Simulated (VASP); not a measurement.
The system is Li3Si.

```
CELL_PARAMETERS angstrom
5.16422 0.00000 0.00000
-2.58211 4.47235 0.00000
0.00000 0.00000 4.66535
ATOMIC_POSITIONS crystal
Li 0.31150 0.31150 0.25000
Li 0.00000 0.31150 0.75000
Li 0.68850 0.00000 0.25000
Li 0.68850 0.68850 0.75000
Li 0.00000 0.68850 0.25000
Li 0.31150 0.00000 0.75000
Si 0.00000 0.00000 0.00000
Si 0.00000 0.00000 0.50000
```

| Quantity | Value |
| --- | --- |
| Program | VASP 6.6.1 |
| Task | relaxation of cell and atoms |
| Functional | PBE |
| Potentials or basis | VASP PAW PBE potentials, release 64 (Li_sv, Si) |
| Cutoff | 600 eV |
| k mesh | 6 × 6 × 4 |
| Occupations | gaussian, width 0.1 eV |
| Spin | no spin polarisation |

At the start: pressure 34.6 GPa; volume 13.47 Å³/atom.

Question: How do energy, volume and symmetry change on relaxing?

Answer: Over 14 steps the energy falls by 966.8 meV/atom and the volume is 14.87 Å³/atom (+10.4 %); space group P6_3/mcm (No. 193, to 0.1 Å) before and after.

Step by step:
| step | energy change (eV) | largest force (eV/Å) | pressure (GPa) | volume (Å³) |
| --- | --- | --- | --- | --- |
| 1 | 0.0000 | 4.9023 | 34.58 | 107.75 |
| 2 | -6.9947 | 0.4403 | -1.16 | 159.66 |
| 3 | -6.9962 | 0.4166 | -1.35 | 160.45 |
| 4 | -7.0796 | 0.3955 | -1.03 | 156.95 |
| 5 | -7.2386 | 0.3346 | 0.10 | 146.74 |
| 6 | -7.0253 | 0.1543 | 4.07 | 127.49 |
| 7 | -7.2573 | 0.3086 | 0.85 | 141.97 |
| 8 | -7.3399 | 0.2364 | 0.38 | 141.02 |
| 9 | -7.5248 | 0.0854 | -0.79 | 138.09 |
| 10 | -7.6394 | 0.0345 | -2.26 | 131.95 |
| 11 | -7.7035 | 0.0047 | -1.32 | 124.86 |
| 12 | -7.7237 | 0.0207 | -0.11 | 118.81 |
| 13 | -7.7238 | 0.0199 | -0.22 | 119.28 |
| 14 | -7.7348 | 0.0210 | 0.01 | 118.93 |

Final structure:
```xyz
8
Lattice="5.1032 0.0000 0.0000 -2.5516 4.4195 0.0000 0.0000 0.0000 5.2733" Properties=species:S:1:pos:R:3 pbc="T T T"
Li    1.1739    2.0332    1.3183
Li    3.9294    2.0332    3.9550
Li    2.7555    0.0000    1.3183
Li    1.3778    2.3863    3.9550
Li   -1.3778    2.3863    1.3183
Li   -0.2039    4.4195    3.9550
Si    0.0000    0.0000    0.0000
Si    0.0000    0.0000    2.6367
```

Caveat: the cutoff is under 1.25 times the usual one of these potentials, so pressure, stress and relaxed cells hold a basis-set (Pulay) error.
